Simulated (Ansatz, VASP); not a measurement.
**Two plane-wave programs on Rh**

```
Rh
1.0
     0.00000    2.59933    2.59933
     2.59933    0.00000    2.59933
     2.59933    2.59933    0.00000
Rh
2
Direct
  0.85250 0.88250 0.88250
  0.14750 0.11750 0.11750
```

Change from the starting cell: shortest bond scaled by 0.94, PAW files.

Alike in both runs: task electric field gradients; functional PBE; k mesh 10 × 10 × 10; occupations fermi-dirac, width 0.05 eV; no spin polarisation.

|  | VASP | Ansatz |
| --- | --- | --- |
| version | VASP 6.6.1 | Ansatz 0.2.0 |
| potentials or method | VASP PAW PBE potentials, release 64 (Rh_sv_GW) | PAW with Ansatz's default frozen-core files, scalar-relativistic |
| plane-wave cutoff (eV) | 460 | 420 |
| valence electrons in the cell | 34 | 34 |

Ansatz gave:

* rms of the force components (eV/Å): 1.772
* size of Vzz on the site where it differs most (V/Å²): 75.4

What did VASP give for the same quantities?

rms of the force components (eV/Å): 1.777; size of Vzz on the site where it differs most (V/Å²): 65.1.

Atom by atom the forces differ by 0.005 eV/Å (rms over components). The functional is the same, so the differences come from potentials, cutoffs and numerics.
